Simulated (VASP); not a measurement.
Input of a VASP 6.6.1 run:

Contents of INCAR:

```
PREC = Accurate ; ENCUT = 520
EDIFF = 1E-6 ; ISMEAR = 0
SIGMA = 0.15 ; LREAL = F
LASPH = T ; NELM = 60
ALGO = Fast ; ISIF = 2
LWAVE = F ; LCHARG = F
GGA = PS ; NBANDS = 26
```

KPOINTS

```
regular mesh
0
Gamma
  10 10 10
```

POSCAR

```
Al2Cu
1.0
   -2.9366000000      2.9366000000      2.4862000000
    2.9366000000     -2.9366000000      2.4862000000
    2.9366000000      2.9366000000     -2.4862000000
Al Cu
4 2
Direct
    0.1593210787      0.6593210787      0.8186421574
    0.6593210787      0.8406789213      0.5000000000
    0.8406789213      0.3406789213      0.1813578426
    0.3406789213      0.1593210787      0.5000000000
    0.7500000000      0.7500000000      0.0000000000
    0.2500000000      0.2500000000      0.0000000000
```

Potentials or basis: VASP PAW PBE potentials, release 64 (Al, Cu).

Launch:

```console
$ cat potpaw_PBE.64/Al/POTCAR potpaw_PBE.64/Cu/POTCAR > POTCAR
$ mpirun -np 1 vasp_std > vasp.out
```

(1) Predict the pressure.

(2) Predict the band gap on the k mesh.

## Answers

(1) 1.6 GPa.

(2) zero (bands 17 and 18 overlap by 3.97 eV).

Caveat: the PAW data sets were made with another functional, which shifts forces and pressure a little.
